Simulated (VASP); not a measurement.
A run of VASP 6.6.1 is set up as follows.

File INCAR:

```
PREC     = Accurate       # precision mode
ENCUT    = 520            # plane-wave cutoff, eV
EDIFF    = 1E-6           # SCF threshold, eV
ISMEAR   = -1             # smearing method
SIGMA    = 0.05           # smearing width, eV
LREAL    = F              # projectors in reciprocal space
LASPH    = T              # aspherical terms in the spheres
NELM     = 100            # most SCF steps
ALGO     = Normal         # electronic algorithm
ISIF     = 2              # what is computed and relaxed
LWAVE    = F              # write WAVECAR
LCHARG   = T              # write CHGCAR
GGA      = PE             # functional
LELF     = T              # ELF
LVHAR    = T            
NBANDS   = 12             # bands
```

KPOINTS

```
regular mesh
0
Gamma
  16 16 16
```

Contents of POSCAR:

```
Cu
1.0
    1.8434303631      0.0000000000      0.0000000000
    0.0000000000      1.8434303631      0.0000000000
    0.0000000000      0.0000000000      1.8434303631
Cu
1
Direct
    0.0000000000      0.0000000000      0.0000000000
```

Potentials or basis: VASP PAW PBE potentials, release 64 (Cu).

Launch:

```bash
$ cat potpaw_PBE.64/Cu/POTCAR > POTCAR
$ mpirun -np 1 vasp_std > vasp.out
```

(1) What does it give for the pressure?

Results:

(1) 584.9 GPa.
